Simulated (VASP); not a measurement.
# Ge (Fd-3m) in VASP: single point with r2SCAN

Aim: the single point of Ge with r2SCAN.

All numbers are computed with VASP 6.6.1; they aren't measurements. Logs are shortened: lines on timing, memory, paths and dates and some standing lists are left out, and cuts for length are marked.

## (1) The cell of the first run

Symmetry: Fd-3m, No. 227, cubic system. Conventional cell: a = 5.714 Å, b = 5.714 Å, c = 5.714 Å, α = 90.00°, β = 90.00°, γ = 90.00°. Within 3.3 Å of Ge (site symmetry -43m) lie 4 Ge at 2.47 Å.

## (2) Single point, r2SCAN

POSCAR

```
Ge
1.0
    0.0000000000      2.8570117227      2.8570117227
    2.8570117227      0.0000000000      2.8570117227
    2.8570117227      2.8570117227      0.0000000000
Ge
2
Direct
    0.0000000000      0.0000000000      0.0000000000
    0.2500000000      0.2500000000      0.2500000000
```

INCAR.step1

```
SYSTEM = Ge
PREC = Accurate ; ENCUT = 520
ISMEAR = 0 ; SIGMA = 0.01
LREAL = .False. ; LASPH = .True.
NELM = 60 ; NBANDS = 21
GGA = PE ; ALGO = Normal
EDIFF = 1E-4 ; LWAVE = .True.
LCHARG = .False.
```

INCAR.step2

```
SYSTEM = Ge
PREC = Accurate ; ENCUT = 520
EDIFF = 1E-6 ; ISMEAR = 0
SIGMA = 0.01 ; LREAL = .False.
LASPH = .True. ; NELM = 60
ALGO = Normal ; ISIF = 2
LWAVE = .False. ; LCHARG = .True.
METAGGA = R2SCAN ; LMIXTAU = .True.
LELF = .True. ; LVHAR = .True.
NBANDS = 21 ; ISTART = 1
```

KPOINTS

```
regular mesh
0
Gamma
  12 12 12
  0 0 0
```

Potentials or basis: VASP PAW PBE potentials, release 64 (Ge_d).

Launch:

```bash
$ cat potpaw_PBE.64/Ge_d/POTCAR > POTCAR
$ cp INCAR.step1 INCAR
$ mpirun -np 1 vasp_std > vasp.out
$ cp INCAR.step2 INCAR
$ mpirun -np 1 vasp_std > vasp.out
```

OUTCAR:

```text
SYSTEM = Ge
   PREC = Accurate
   ENCUT = 520
   EDIFF = 1E-6
   ISMEAR = 0
   LREAL = .False.
   LASPH = .True.
   NELM = 60
   ISIF = 2
   METAGGA = R2SCAN
   ISTART = 1

 ion  position               nearest neighbor table
   1  0.000  0.000  0.000-   2 2.47   2 2.47   2 2.47   2 2.47
   2  0.250  0.250  0.250-   1 2.47   1 2.47   1 2.47   1 2.47

  LATTYP: Found a face centered cubic cell.
 ALAT       =     5.7140234454

  Lattice vectors:

 A1 = (   0.0000000000,   2.8570117227,   2.8570117227)
 A2 = (   2.8570117227,   0.0000000000,   2.8570117227)
 A3 = (   2.8570117227,   2.8570117227,   0.0000000000)

Analysis of symmetry for initial positions (statically):
=====================================================================
 Subroutine PRICEL returns:
 Original cell was already a primitive cell.

 Routine SETGRP: Setting up the symmetry group for a
 face centered cubic supercell.

 Subroutine GETGRP returns: Found 48 space group operations
 (whereof 24 operations were pure point group operations)
 out of a pool of 48 trial point group operations.

The static configuration has the point symmetry T_d .
 The point group associated with its full space group is O_h .

Analysis of symmetry for dynamics (positions and initial velocities):
=====================================================================
 Subroutine PRICEL returns:
 Original cell was already a primitive cell.

 Routine SETGRP: Setting up the symmetry group for a
 face centered cubic supercell.

 Subroutine GETGRP returns: Found 48 space group operations
 (whereof 24 operations were pure point group operations)
 out of a pool of 48 trial point group operations.

The dynamic configuration has the point symmetry T_d .
 The point group associated with its full space group is O_h .

 Subroutine INISYM returns: Found 48 space group operations
 (whereof 24 operations are pure point group operations),
 and found     1 'primitive' translations

----------------------------------------------------------------------------------------

                                     Primitive cell

  volume of cell :      46.6408

  direct lattice vectors                    reciprocal lattice vectors
     0.000000000  2.857011723  2.857011723    -0.175008032  0.175008032  0.175008032
     2.857011723  0.000000000  2.857011723     0.175008032 -0.175008032  0.175008032
     2.857011723  2.857011723  0.000000000     0.175008032  0.175008032 -0.175008032

  length of vectors
     4.040424726  4.040424726  4.040424726     0.303122804  0.303122804  0.303122804

  position of ions in fractional coordinates (direct lattice)
     0.000000000  0.000000000  0.000000000
     0.250000000  0.250000000  0.250000000

  ion indices of the primitive-cell ions
   primitive index   ion index
                 1           1
                 2           2

----------------------------------------------------------------------------------------

 KPOINTS: regular mesh

Automatic generation of k-mesh.
 Grid dimensions read from file:
 generate k-points for:   12   12   12

 Generating k-lattice:

  Cartesian coordinates                     Fractional coordinates (reciprocal lattice)
    -0.014584003  0.014584003  0.014584003     0.083333333  0.000000000  0.000000000
     0.014584003 -0.014584003  0.014584003     0.000000000  0.083333333  0.000000000
     0.014584003  0.014584003 -0.014584003     0.000000000  0.000000000  0.083333333

  Length of vectors
     0.025260234  0.025260234  0.025260234

  Shift w.r.t. Gamma in fractional coordinates (k-lattice)
     0.000000000  0.000000000  0.000000000

 Subroutine IBZKPT returns following result:
 ===========================================

 Found     72 irreducible k-points:

 Following reciprocal coordinates:
            Coordinates               Weight
  0.000000  0.000000  0.000000      1.000000
  0.083333  0.000000  0.000000      8.000000
  0.166667  0.000000  0.000000      8.000000
  0.250000  0.000000  0.000000      8.000000
  0.333333  0.000000  0.000000      8.000000
  0.416667  0.000000  0.000000      8.000000
[... 16 lines left out ...]
  0.500000  0.166667  0.000000     24.000000
 -0.416667  0.166667  0.000000     24.000000
 [... further k-points ...]
   k-points           NKPTS =     72   k-points in BZ     NKDIM =     72   number of bands    NBANDS=     21
   number of dos      NEDOS =    301   number of ions     NIONS =      2
   total plane-waves  NPLWV =  27000
   dimension x,y,z NGX =    30 NGY =   30 NGZ =   30
   dimension x,y,z NGXF=    60 NGYF=   60 NGZF=   60
   ions per type =               2
   NGX,Y,Z   is equivalent  to a cutoff of  12.34, 12.34, 12.34 a.u.
   NGXF,Y,Z  is equivalent  to a cutoff of  24.69, 24.69, 24.69 a.u.
 SYSTEM =  Ge
   PREC   = accura    normal or accurate (medium, high low for compatibility)
   ISTART =      1    job   : 0-new  1-cont  2-samecut
   ICHARG =      0    charge: 1-file 2-atom 10-const
   ISPIN  =      1    spin polarized calculation?
   LNONCOLLINEAR =      F non collinear calculations
   LSORBIT =      F    spin-orbit coupling
   LASPH  =      T    aspherical Exc in radial PAW
   ENCUT  =  520.0 eV  38.22 Ry    6.18 a.u.   7.51  7.51  7.51*2*pi/ulx,y,z
   NELM   =     60;   NELMIN=  2; NELMDL=  0     # of ELM steps
   EDIFF  = 0.1E-05   stopping-criterion for ELM
   LREAL  =      F    real-space projection
   EDIFFG = 0.1E-04   stopping-criterion for IOM
   NSW    =      0    number of steps for IOM
   IBRION =     -1    ionic relax: 0-MD 1-quasi-New 2-CG
   NFREE  =      0    steps in history (QN), initial steepest desc. (CG)
   ISIF   =      2    stress and relaxation
   ISYM   =      2    0-nonsym 1-usesym 2-fastsym
   POTIM  = 0.5000    time-step for ionic-motion
   TEBEG  =    0.0;   TEEND  =   0.0 temperature during run
   PSTRESS=    0.0 pullay stress
   NELECT =      28.0000    total number of electrons
   NUPDOWN=      -1.0000    fix difference up-down
   EMIN   =  10.00;   EMAX   =-10.00  energy-range for DOS
   EFERMI =   0.00;   METHOD = LEGACY
   ISMEAR =     0;   SIGMA  =   0.01  broadening in eV -4-tet -1-fermi 0-gaus
   EFERMI_NEDOS =   21; number of points for ismear=-14 and -15
   IALGO  =     38    algorithm
   IMIX   =      4    mixing-type and parameters
     AMIX     =   0.40;   BMIX     =  1.00
     AMIX_MAG =   1.60;   BMIX_MAG =  1.00
  volume/ion in A,a.u.               =      23.32       157.37
  Fermi-wavevector in a.u.,A,eV,Ry     =   1.381038  2.609783 25.949912  1.907265
  Thomas-Fermi vector in A             =   2.505859
   LORBIT       =      0    0 simple, 1 ext, 2 COOP (PROOUT), +10 PAW based schemes
   METAGGA = R2SCAN    functional components
   LHFCALC =     F    Hartree Fock is set to
   AEXX    =    0.0000 exact exchange contribution
   IVDW    =     0    specifies the selected vdW correction
   LEPSILON=     F    determine dielectric tensor
   LRPA    =     F    only Hartree local field effects (RPA)
 non-spin polarized calculation
 Gauss-broadening in eV      SIGMA  =   0.01
  energy-cutoff  :      520.00
  volume of cell :       46.64
 maximum number of plane-waves:      1283
   NGX = 15   NGY = 15   NGZ = 15

 number of electron      27.9999998 magnetization

 Free energy of the ion-electron system (eV)
  ---------------------------------------------------
  ext. energy  EPLUGINS =         0.00000000
  ---------------------------------------------------
  free energy    TOTEN  =       -27.74080862 eV

  energy without entropy =      -27.74080862  energy(sigma->0) =      -27.74080862

 E-fermi :   4.5782     XC(G=0): -10.6655

 val. band max:        4.5134437746   @ k =   0.0000   0.0000   0.0000
 cond. band min:       4.6336905724   @ k =   0.0000   0.0000   0.0000
 fundamental gap:      0.1202467978
 Fermi energy:         4.5782135160

 k-point     1 :       0.0000    0.0000    0.0000
  band No.  band energies     occupation
      1     -20.9408      2.00000
      2     -20.9408      2.00000
      3     -20.9408      2.00000
      4     -20.9037      2.00000
      5     -20.9037      2.00000
      6     -20.7020      2.00000
[... 13 lines left out ...]
     20      14.3742      0.00000
     21      14.3742      0.00000

 k-point     2 :       0.0833    0.0000    0.0000
  band No.  band energies     occupation
      1     -20.9448      2.00000
      2     -20.9448      2.00000
      3     -20.9397      2.00000
      4     -20.8982      2.00000
      5     -20.8982      2.00000
      6     -20.7074      2.00000
[... 13 lines left out ...]
     20      13.8474      0.00000
     21      13.8474      0.00000

 k-point     3 :       0.1667    0.0000    0.0000
  band No.  band energies     occupation
      1     -20.9522      2.00000
      2     -20.9521      2.00000
      3     -20.9366      2.00000
      4     -20.8870      2.00000
      5     -20.8870      2.00000
      6     -20.7165      2.00000
[... 13 lines left out ...]
     20      13.2971      0.00000
     21      13.2971      0.00000

 k-point     4 :       0.2500    0.0000    0.0000
  band No.  band energies     occupation
      1     -20.9582      2.00000
      2     -20.9582      2.00000
      3     -20.9324      2.00000
      4     -20.8761      2.00000
      5     -20.8761      2.00000
      6     -20.7243      2.00000
[... 13 lines left out ...]
     20      13.2770      0.00000
     21      13.2770      0.00000

 k-point     5 :       0.3333    0.0000    0.0000
  band No.  band energies     occupation
      1     -20.9621      2.00000
      2     -20.9620      2.00000
      3     -20.9281      2.00000
      4     -20.8683      2.00000
      5     -20.8683      2.00000
      6     -20.7292      2.00000
[... 13 lines left out ...]
     20      13.9242      0.00000
     21      13.9242      0.00000

 k-point     6 :       0.4167    0.0000    0.0000
  band No.  band energies     occupation
      1     -20.9639      2.00000
      2     -20.9639      2.00000
      3     -20.9249      2.00000
      4     -20.8642      2.00000
      5     -20.8642      2.00000
      6     -20.7313      2.00000
[... 13 lines left out ...]
     20      15.1107      0.00000
     21      15.1107      0.00000

 k-point     7 :       0.5000    0.0000    0.0000
  band No.  band energies     occupation
      1     -20.9644      2.00000
      2     -20.9644      2.00000
      3     -20.9237      2.00000
      4     -20.8630      2.00000
      5     -20.8630      2.00000
      6     -20.7318      2.00000
[... 13 lines left out ...]
     20      16.0348      0.00000
     21      16.2348      0.00000
[... 291 lines left out ...]
      1     -20.9601      2.00000
      2     -20.9549      2.00000
      3     -20.9415      2.00000
      4     -20.8790      2.00000
      5     -20.8538      2.00000
      6     -20.7648      2.00000
[... 13 lines left out ...]
     20      14.3259      0.00000
     21      14.9019      0.00000

 k-point    21 :       0.3333    0.1667    0.0000
  band No.  band energies     occupation
      1     -20.9695      2.00000
      2     -20.9600      2.00000
      3     -20.9302      2.00000
      4     -20.8684      2.00000
      5     -20.8430      2.00000
      6     -20.7744      2.00000
[... 13 lines left out ...]
     20      14.7553      0.00000
     21      15.2436      0.00000

 k-point    22 :       0.4167    0.1667    0.0000
  band No.  band energies     occupation
      1     -20.9765      2.00000
      2     -20.9644      2.00000
      3     -20.9179      2.00000
      4     -20.8584      2.00000
      5     -20.8388      2.00000
      6     -20.7760      2.00000
[... 13 lines left out ...]
     20      15.1318      0.00000
     21      16.1519      0.00000

 k-point    23 :       0.5000    0.1667    0.0000
  band No.  band energies     occupation
      1     -20.9804      2.00000
      2     -20.9678      2.00000
      3     -20.9075      2.00000
      4     -20.8499      2.00000
      5     -20.8422      2.00000
      6     -20.7692      2.00000
[... 13 lines left out ...]
     20      16.0412      0.00000
     21      16.2435      0.00000

 k-point    24 :      -0.4167    0.1667    0.0000
  band No.  band energies     occupation
      1     -20.9806      2.00000
      2     -20.9701      2.00000
      3     -20.9021      2.00000
      4     -20.8510      2.00000
      5     -20.8437      2.00000
      6     -20.7562      2.00000
[... 13 lines left out ...]
     20      14.6408      0.00000
     21      15.4043      0.00000

 [... further k-points ...]

------------------------ aborting loop because EDIFF is reached ----------------------------------------

  FORCE on cell =-STRESS in cart. coord.  units (eV):
  Direction    XX          YY          ZZ          XY          YZ          ZX
  --------------------------------------------------------------------------------------
  -------------------------------------------------------------------------------------
  Total       -0.3911045     -0.3911045     -0.3911045     -0.0000000      0.0000000      0.0000000
  in kB      -13.4349903    -13.4349903    -13.4349903     -0.0000000      0.0000000      0.0000000
  external PRESSURE =     -13.4349903 kB  Pullay stress =       0.0000000 kB

 VOLUME and BASIS-vectors are now :
 -----------------------------------------------------------------------------
  energy-cutoff  :      520.00
  volume of cell :       46.64
      direct lattice vectors                 reciprocal lattice vectors
     0.000000000  2.857011723  2.857011723    -0.175008032  0.175008032  0.175008032
     2.857011723  0.000000000  2.857011723     0.175008032 -0.175008032  0.175008032
     2.857011723  2.857011723  0.000000000     0.175008032  0.175008032 -0.175008032

 POSITION                                       TOTAL-FORCE (eV/Angst)
 -----------------------------------------------------------------------------------
      0.00000      0.00000      0.00000         0.000000      0.000000      0.000000
      1.42851      1.42851      1.42851        -0.000000     -0.000000     -0.000000
 -----------------------------------------------------------------------------------
    total drift:                                0.000000      0.000000      0.000000

  FREE ENERGIE OF THE ION-ELECTRON SYSTEM (eV)
  ---------------------------------------------------
  free  energy   TOTEN  =       -27.7408086177 eV

  energy  without entropy=      -27.7408086177  energy(sigma->0) =      -27.74080862
```

Run time: 1.8 min. Hardware: 1 thread of Intel Xeon 6975P-C (Granite Rapids), shared host; peak memory 0.19 GiB.

What came out:

```yaml
Free_energy: -27.7408 eV
Pressure: -1.3 GPa
Band_gap_on_the_k_mesh: 0.12 eV, direct
```

Levels at points of the mesh, in eV from the valence-band top:
```csv
k point,band 10,band 11,band 12,band 13,band 14,band 15,band 16,band 17,band 18,band 19
"(0.00, 0.00, 0.00)",-25.20,-13.07,0.00,0.00,0.00,0.12,2.70,2.70,2.70,6.98
"(0.50, 0.00, 0.00)",-25.18,-10.95,-7.73,-1.44,-1.44,0.35,3.98,3.98,7.63,11.00
"(0.50, 0.50, 0.00)",-25.16,-9.10,-9.10,-3.12,-3.12,1.01,1.01,9.85,9.85,12.04
```

Caveat: the PAW data sets were made with another functional, which shifts forces and pressure a little. A k mesh can miss the band edges.
